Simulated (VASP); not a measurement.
Here is a VASP 6.6.1 calculation.

File INCAR:

```
ALGO = Normal
EDIFF = 1E-6
ENCUT = 520
GGA = PE
ISIF = 2
ISMEAR = 0
LASPH = True
LCHARG = True
LELF = True
LREAL = False
LVHAR = True
LWAVE = False
NBANDS = 24
NELM = 100
PREC = Accurate
SIGMA = 0.15
```

Contents of KPOINTS:

```
k-points
0
Gamma
  14 14 14
```

The input POSCAR:

```
AlNi3
1.0
    0.0000000000      2.8609102682      2.8609102682
    2.8609102682      0.0000000000      2.8609102682
    2.8609102682      2.8609102682      0.0000000000
Al Ni
1 3
Direct
    0.5000000000      0.5000000000      0.5000000000
    0.2500000000      0.2500000000      0.2500000000
    0.0000000000      0.0000000000      0.0000000000
    0.7500000000      0.7500000000      0.7500000000
```

Potentials or basis: VASP PAW PBE potentials, release 64 (Al, Ni).

The run is started by

```bash
$ cat potpaw_PBE.64/Al/POTCAR potpaw_PBE.64/Ni/POTCAR > POTCAR
$ mpirun -np 1 vasp_std > vasp.out
```

Question: Estimate the pressure.

Answer: -4.3 GPa.

Spin polarisation is off, so any magnetic state and its effect on volume and gap are missing.
